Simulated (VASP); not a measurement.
Input of a VASP 6.6.1 run:

File INCAR:

```
SYSTEM = Re
PREC = Accurate
ENCUT = 520
EDIFF = 1E-8
ISMEAR = -1
SIGMA = 0.03
LREAL = .FALSE.
LASPH = .TRUE.
NELM = 80
ALGO = Normal
ISIF = 2
LWAVE = .FALSE.
LCHARG = .FALSE.
GGA = CA
LEFG = .TRUE.
NBANDS = 10
```

KPOINTS

```
Automatic mesh
0
G
  14 14 14
  0 0 0
```

The input POSCAR:

```
Re
1.0
    0.0000000000      1.9945557272      1.9945557272
    1.9945557272      0.0000000000      1.9945557272
    1.9945557272      1.9945557272      0.0000000000
Re
1
Direct
    0.0000000000      0.0000000000      0.0000000000
```

Potentials or basis: VASP PAW LDA potentials, release 64 (Re).

Run with:

```console
$ cat potpaw_LDA.64/Re/POTCAR > POTCAR
$ mpirun -np 1 vasp_std > vasp.out
```

(1) Predict the pressure.

Answers

(1) -31.4 GPa.

Caveat: without QUAD_EFG the Cq values of the log hold for a quadrupole moment of 1 mb, not for the nuclei.
